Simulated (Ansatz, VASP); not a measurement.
**One calculation of PbSe, two programs**

The input POSCAR:

```
PbSe
1.0
    0.0000000000      3.1195892417      3.1195892417
    3.1195892417      0.0000000000      3.1195892417
    3.1195892417      3.1195892417      0.0000000000
Pb Se
1 1
Direct
    0.0000000000      0.0000000000      0.0000000000
    0.5000000000      0.5000000000      0.5000000000
```

File INCAR.step1:

```
PREC = Accurate ; ENCUT = 520
ISMEAR = -1 ; SIGMA = 0.02
LREAL = F ; LASPH = T
NELM = 150 ; MAGMOM = 0 0 0 0 0 0
LSORBIT = T ; GGA_COMPAT = F
NBANDS = 32 ; GGA = PE
ALGO = Normal ; EDIFF = 1E-4
LWAVE = T ; LCHARG = F
```

INCAR.step2

```
PREC = Accurate ; ENCUT = 520
EDIFF = 1E-6 ; ISMEAR = -1
SIGMA = 0.02 ; LREAL = F
LASPH = T ; NELM = 150
ALGO = Normal ; ISIF = 2
LWAVE = F ; LCHARG = F
MAGMOM = 0 0 0 0 0 0 ; LORBIT = 11
LSORBIT = T ; GGA_COMPAT = F
LORBMOM = T ; METAGGA = R2SCAN
LMIXTAU = T ; NBANDS = 32
ISTART = 1
```

Contents of KPOINTS:

```
regular mesh
0
Gamma
  8 8 8
```

Input for Ansatz:

```yaml
crystal:
  lattice:
    - [0.0, 3.1195892417, 3.1195892417]
    - [3.1195892417, 0.0, 3.1195892417]
    - [3.1195892417, 3.1195892417, 0.0]
  atoms:
    - { symbol: Pb, position: [0.0, 0.0, 0.0] }
    - { symbol: Se, position: [0.5, 0.5, 0.5] }
kpoints:
  mp_grid: { grid: [8, 8, 8] }
  band_path:
    path:
      - [0.0, 0.0, 0.0]
      - [0.5, 0.0, 0.5]
      - [0.625, 0.25, 0.625]
      - [0.375, 0.375, 0.75]
      - [0.5, 0.5, 0.5]
      - [0.5, 0.25, 0.75]
      - [0.0, 0.0, 0.5]
    npoints: 1
hamiltonian:
  xc: r2scan
scf:
  occupations: { method: fermi_dirac, width: 0.02 }
  n_extra_bands: 8
magnetization:
  noncollinear: true
  spin_orbit: true
output:
  forces: true
  stress: true
  eigenvalues: true
```

Change from the starting cell: hydrostatic strain +1.0%.

Alike in both runs: task single point; functional r2SCAN; k mesh 8 × 8 × 8; occupations fermi-dirac, width 0.02 eV; non-collinear spin, spin-orbit coupling.

|  | VASP | Ansatz |
| --- | --- | --- |
| version | VASP 6.6.1 | Ansatz 0.2.0 |
| potentials or method | VASP PAW PBE potentials, release 64 (Pb_d, Se) | plane waves, PAW |
| plane-wave cutoff (eV) | 520 | 500 |
| valence electrons in the cell | 20 | 30 |

Ansatz gave:

* pressure (GPa): -1.7

Q: Estimate VASP's values.

A: Pressure (GPa): -1.6.

VASP's potentials were made for PBE, not for r2SCAN. The functional is the same, so the differences come from potentials, cutoffs and numerics. VASP's potentials hold 20 valence electrons a cell and Ansatz's 30, so a difference there can come from the potentials and not from the codes.
